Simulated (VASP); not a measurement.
# K (P4/mmm) in VASP: a series of runs

Runs on K. Level: PBE. Tasks: single point.

Everything below comes from runs of VASP 6.6.1. Logs are shortened: lines on timing, memory, paths and dates and some standing lists are left out, and cuts for length are marked.

### 1 The cell of the first run

Symmetry: P4/mmm, No. 123, tetragonal system. The conventional cell has a = 4.683 Å, b = 4.683 Å, c = 3.652 Å, α = 90.00°, β = 90.00°, γ = 90.00°. Within 4.8 Å of K (site symmetry 4/mmm) lie 6 K at 3.65 to 4.68 Å.

### 2 Single point, PBE

INCAR reads:

```
PREC = Accurate
ENCUT = 520
EDIFF = 1E-6
ISMEAR = 0
SIGMA = 0.15
LREAL = F
LASPH = T
NELM = 100
ALGO = Fast
ISIF = 2
LWAVE = F
LCHARG = T
GGA = PE
LELF = T
LVHAR = T
NBANDS = 10
```

KPOINTS reads:

```
Automatic mesh
0
Gamma
  12 12 12
```

POSCAR reads:

```
K
1.0
    4.6826318916      0.0000000000      0.0000000000
    0.0000000000      4.6826318916      0.0000000000
    0.0000000000      0.0000000000      3.6524528754
K
1
Direct
    0.0000000000      0.0000000000      0.0000000000
```

Potentials or basis: VASP PAW PBE potentials, release 64 (K_sv).

On the command line:

```
$ cat potpaw_PBE.64/K_sv/POTCAR > POTCAR
$ mpirun -np 1 vasp_std > vasp.out
```

OUTCAR:

```text
PREC = Accurate
   ENCUT = 520
   EDIFF = 1E-6
   ISMEAR = 0
   LREAL = F
   LASPH = T
   NELM = 100
   ISIF = 2
   GGA = PE

 ion  position               nearest neighbor table
   1  0.000  0.000  0.000-

  LATTYP: Found a simple tetragonal cell.
 ALAT       =     4.6826318916
 C/A-ratio  =     0.7800000000

  Lattice vectors:

 A1 = (   4.6826318916,   0.0000000000,   0.0000000000)
 A2 = (   0.0000000000,   4.6826318916,   0.0000000000)
 A3 = (   0.0000000000,   0.0000000000,   3.6524528754)

Analysis of symmetry for initial positions (statically):
=====================================================================
 Subroutine PRICEL returns:
 Original cell was already a primitive cell.

 Routine SETGRP: Setting up the symmetry group for a
 simple tetragonal supercell.

 Subroutine GETGRP returns: Found 16 space group operations
 (whereof 16 operations were pure point group operations)
 out of a pool of 16 trial point group operations.

The static configuration has the point symmetry D_4h.

Analysis of symmetry for dynamics (positions and initial velocities):
=====================================================================
 Subroutine PRICEL returns:
 Original cell was already a primitive cell.

 Routine SETGRP: Setting up the symmetry group for a
 simple tetragonal supercell.

 Subroutine GETGRP returns: Found 16 space group operations
 (whereof 16 operations were pure point group operations)
 out of a pool of 16 trial point group operations.

The dynamic configuration has the point symmetry D_4h.

 Subroutine INISYM returns: Found 16 space group operations
 (whereof 16 operations are pure point group operations),
 and found     1 'primitive' translations

----------------------------------------------------------------------------------------

                                     Primitive cell

  volume of cell :      80.0875

  direct lattice vectors                    reciprocal lattice vectors
     4.682631892  0.000000000  0.000000000     0.213555117  0.000000000  0.000000000
     0.000000000  4.682631892  0.000000000     0.000000000  0.213555117  0.000000000
     0.000000000  0.000000000  3.652452875     0.000000000  0.000000000  0.273788611

  length of vectors
     4.682631892  4.682631892  3.652452875     0.213555117  0.213555117  0.273788611

  position of ions in fractional coordinates (direct lattice)
     0.000000000  0.000000000  0.000000000

  ion indices of the primitive-cell ions
   primitive index   ion index
[... 79 lines left out ...]
   ISIF   =      2    stress and relaxation
   ISYM   =      2    0-nonsym 1-usesym 2-fastsym
   POTIM  = 0.5000    time-step for ionic-motion
   TEBEG  =    0.0;   TEEND  =   0.0 temperature during run
   PSTRESS=    0.0 pullay stress
   NELECT =       9.0000    total number of electrons
   NUPDOWN=      -1.0000    fix difference up-down
   EMIN   =  10.00;   EMAX   =-10.00  energy-range for DOS
   EFERMI =   0.00;   METHOD = LEGACY
   ISMEAR =     0;   SIGMA  =   0.15  broadening in eV -4-tet -1-fermi 0-gaus
   EFERMI_NEDOS =   21; number of points for ismear=-14 and -15
   IALGO  =     68    algorithm
   IMIX   =      4    mixing-type and parameters
     AMIX     =   0.40;   BMIX     =  1.00
     AMIX_MAG =   1.60;   BMIX_MAG =  1.00
  volume/ion in A,a.u.               =      80.09       540.46
  Fermi-wavevector in a.u.,A,eV,Ry     =   0.790013  1.492908  8.491671  0.624120
  Thomas-Fermi vector in A             =   1.895269
   LORBIT       =      0    0 simple, 1 ext, 2 COOP (PROOUT), +10 PAW based schemes
   GGA     = PE    functional components
   LHFCALC =     F    Hartree Fock is set to
   AEXX    =    0.0000 exact exchange contribution
   IVDW    =     0    specifies the selected vdW correction
   LEPSILON=     F    determine dielectric tensor
   LRPA    =     F    only Hartree local field effects (RPA)
 non-spin polarized calculation
 RMM-DIIS sequential band-by-band and
 Gauss-broadening in eV      SIGMA  =   0.15
  energy-cutoff  :      520.00
  volume of cell :       80.09
 maximum number of plane-waves:      2206
 NGX is ok and might be reduce to    36

 number of electron       9.0000000 magnetization

 Free energy of the ion-electron system (eV)
  ---------------------------------------------------
  ext. energy  EPLUGINS =         0.00000000
  ---------------------------------------------------
  free energy    TOTEN  =        -0.84558788 eV

  energy without entropy =       -0.83603389  energy(sigma->0) =       -0.84081089

 E-fermi :  -0.2373     XC(G=0):  -5.4240

 val. band max:       -0.2508566274   @ k =   0.5000   0.0000   0.0833
 cond. band min:      -0.2360722142   @ k =   0.5000   0.0833   0.1667
 fundamental gap:      0.0147844131
 Fermi energy:        -0.2372700765

 k-point     1 :       0.0000    0.0000    0.0000
  band No.  band energies     occupation
      1     -32.7346      2.00000
      2     -16.1750      2.00000
      3     -16.1750      2.00000
      4     -16.0887      2.00000
      5      -2.3060      2.00000
      6       2.1608      0.00000
      7       2.5849      0.00000
      8       4.8104      0.00000
      9       4.8104      0.00000
     10       5.1670      0.00000
[... 287 lines left out ...]
 k-point    24 :       0.4167    0.3333    0.0000
  band No.  band energies     occupation
      1     -32.7323      2.00000
      2     -16.2072      2.00000
      3     -16.1997      2.00000
      4     -16.0854      2.00000
      5      -0.2665      1.21690
      6       0.7510      0.00000
      7       1.6695      0.00000
      8       2.4415      0.00000
      9       5.3902      0.00000
     10       5.8508      0.00000

 [... further k-points ...]

------------------------ aborting loop because EDIFF is reached ----------------------------------------

  FORCE on cell =-STRESS in cart. coord.  units (eV):
  Direction    XX          YY          ZZ          XY          YZ          ZX
  --------------------------------------------------------------------------------------
  -------------------------------------------------------------------------------------
  Total       -0.3008010     -0.3008010      0.9677161      0.0000000      0.0000000      0.0000000
  in kB       -6.0176262     -6.0176262     19.3594891      0.0000000      0.0000000      0.0000000
  external PRESSURE =       2.4414122 kB  Pullay stress =       0.0000000 kB

 VOLUME and BASIS-vectors are now :
 -----------------------------------------------------------------------------
  energy-cutoff  :      520.00
  volume of cell :       80.09
      direct lattice vectors                 reciprocal lattice vectors
     4.682631892  0.000000000  0.000000000     0.213555117  0.000000000  0.000000000
     0.000000000  4.682631892  0.000000000     0.000000000  0.213555117  0.000000000
     0.000000000  0.000000000  3.652452875     0.000000000  0.000000000  0.273788611

 POSITION                                       TOTAL-FORCE (eV/Angst)
 -----------------------------------------------------------------------------------
      0.00000      0.00000      0.00000         0.000000      0.000000      0.000000
 -----------------------------------------------------------------------------------
    total drift:                                0.000000      0.000000     -0.000000

  FREE ENERGIE OF THE ION-ELECTRON SYSTEM (eV)
  ---------------------------------------------------
  free  energy   TOTEN  =        -0.8455878840 eV

  energy  without entropy=       -0.8360338931  energy(sigma->0) =       -0.84081089
```

stdout:

```text
POSCAR found type information on POSCAR K
 POSCAR found :  1 types and       1 ions
 scaLAPACK will be used
 LDA part: xc-table for (Slater+PW92), standard interpolation
 POSCAR, INCAR and KPOINTS ok, starting setup
 FFT: planning ... GRIDC
 FFT: planning ... GRID_SOFT
 FFT: planning ... GRID
 WAVECAR not read
 entering main loop
WARNING in EDDRMM: call to ZHEGV failed, returncode =   8  4      9
```

Wall time 46 s (1 thread of Intel Xeon 6975P-C (Granite Rapids), shared host); peak memory 0.28 GiB.

What came out:

- Free energy: -0.8456 eV
- Pressure: 0.2 GPa

Stress tensor (GPa, compression positive):
```
-0.60  0.00  0.00
 0.00 -0.60  0.00
 0.00  0.00  1.94
```

### 3 Single point, PBE

This run uses another cell than the first one, of the same volume but with other edges.

INCAR reads:

```
SYSTEM = K
PREC     = Accurate       ! precision mode
ENCUT    = 520            ! plane-wave cutoff, eV
EDIFF    = 1E-7           ! SCF threshold, eV
ISMEAR   = 0              ! smearing method
SIGMA    = 0.15           ! smearing width, eV
LREAL    = .False.        ! projectors in reciprocal space
LASPH    = .True.         ! aspherical terms in the spheres
NELM     = 100            ! most SCF steps
ALGO     = Fast           ! electronic algorithm
ISIF     = 2              ! what is computed and relaxed
LWAVE    = .False.        ! write WAVECAR
LCHARG   = .False.        ! write CHGCAR
GGA      = PE             ! functional
NBANDS   = 10             ! bands
```

KPOINTS reads:

```
regular mesh
0
Gamma
  12 12 12
  0 0 0
```

POSCAR reads:

```
K
1.0
    3.9494846969      0.0000000000      0.0000000000
    0.0000000000      3.9494846969      0.0000000000
    0.0000000000      0.0000000000      5.1343301060
K
1
Direct
    0.0000000000      0.0000000000      0.0000000000
```

Potentials or basis: VASP PAW PBE potentials, release 64 (K_sv).

On the command line:

```
$ cat potpaw_PBE.64/K_sv/POTCAR > POTCAR
$ mpirun -np 1 vasp_std > vasp.out
```

Run time: 72 s. Hardware: 1 thread of Intel Xeon 6975P-C (Granite Rapids), shared host; peak memory 0.28 GiB.

The run converged. Its results:

| Property | Result |
| --- | --- |
| Free energy | -0.8588 eV |
| Pressure | 0.3 GPa |

Stress tensor (GPa, compression positive):
```
 0.98  0.00  0.00
 0.00  0.98  0.00
 0.00  0.00 -0.94
```

Levels at points of the mesh, in eV from the Fermi level:
| k point | band 2 | band 3 | band 4 | band 5 | band 6 | band 7 |
| --- | --- | --- | --- | --- | --- | --- |
| (0.00, 0.00, 0.00) | -15.88 | -15.83 | -15.83 | -2.07 | 2.22 | 3.05 |
| (0.50, 0.00, 0.00) | -16.02 | -15.86 | -15.81 | 0.41 | 0.48 | 3.29 |
| (0.50, 0.50, 0.00) | -15.99 | -15.99 | -15.85 | 1.15 | 2.96 | 2.98 |
| (0.00, 0.00, 0.50) | -15.90 | -15.83 | -15.83 | -0.89 | -0.21 | 3.20 |
| (0.50, 0.00, 0.50) | -16.01 | -15.88 | -15.81 | 1.16 | 1.65 | 1.69 |
| (0.50, 0.50, 0.50) | -15.99 | -15.99 | -15.86 | 1.61 | 2.69 | 2.69 |

### 4 Single point, PBE

This run uses another cell than the first one, of the same volume but with other edges.

INCAR reads:

```
SYSTEM = K
PREC = Accurate
ENCUT = 520
EDIFF = 1E-6
ISMEAR = 0
SIGMA = 0.15
LREAL = .FALSE.
LASPH = .TRUE.
NELM = 60
ALGO = Fast
ISIF = 2
LWAVE = .FALSE.
LCHARG = .FALSE.
GGA = PE
NBANDS = 10
```

KPOINTS reads:

```
regular mesh
0
G
  12 12 12
  0 0 0
```

POSCAR reads:

```
K
1.0
    4.4319237213      0.0000000000      0.0000000000
    0.0000000000      4.4319237213      0.0000000000
    0.0000000000      0.0000000000      4.0773698236
K
1
Direct
    0.0000000000      0.0000000000      0.0000000000
```

On the command line:

```
$ cat potpaw_PBE.64/K_sv/POTCAR > POTCAR
$ mpirun -np 1 vasp_std > vasp.out
```

Run time: 44 s. Hardware: 1 thread of Intel Xeon 6975P-C (Granite Rapids), shared host; peak memory 0.29 GiB.

Results (log left out):

```
Free energy : -0.9364 eV
Pressure    : 0.0 GPa
```

Stress tensor (GPa, compression positive):
```
-0.26  0.00  0.00
 0.00 -0.26  0.00
 0.00  0.00  0.53
```

Levels at points of the mesh, in eV from the Fermi level:
| k point | band 2 | band 3 | band 4 | band 5 | band 6 | band 7 |
| --- | --- | --- | --- | --- | --- | --- |
| (0.00, 0.00, 0.00) | -15.80 | -15.80 | -15.79 | -2.05 | 2.76 | 2.95 |
| (0.50, 0.00, 0.00) | -15.87 | -15.80 | -15.78 | -0.19 | 0.10 | 3.41 |
| (0.50, 0.50, 0.00) | -15.86 | -15.86 | -15.78 | 1.10 | 1.79 | 1.91 |
| (0.00, 0.00, 0.50) | -15.92 | -15.79 | -15.79 | 0.24 | 0.37 | 3.59 |
| (0.50, 0.00, 0.50) | -15.92 | -15.85 | -15.79 | 1.17 | 2.20 | 2.21 |
| (0.50, 0.50, 0.50) | -15.91 | -15.84 | -15.84 | 2.18 | 2.18 | 2.53 |

### 5 Overview

```csv
cell,further INCAR settings,gap on the mesh (eV),pressure (GPa)
"a = 4.683, b = 4.683, c = 3.652 Å, 1 atom",ALGO = Fast; EDIFF = 1e-06; NBANDS = 10,none,0.2
"a = 3.949, b = 3.949, c = 5.134 Å, 1 atom",ALGO = Fast; EDIFF = 1e-07; NBANDS = 10,none,0.3
"a = 4.432, b = 4.432, c = 4.077 Å, 1 atom",ALGO = Fast; EDIFF = 1e-06; NBANDS = 10,none,0.0
```

Alike in all rows: task single point; level PBE; potentials or basis VASP PAW PBE potentials, release 64 (K_sv); no spin polarisation; k mesh 12 × 12 × 12; cutoff (eV) 520; smearing gaussian 0.15 eV.

Absolute energies hang on the potentials; compare differences alone.
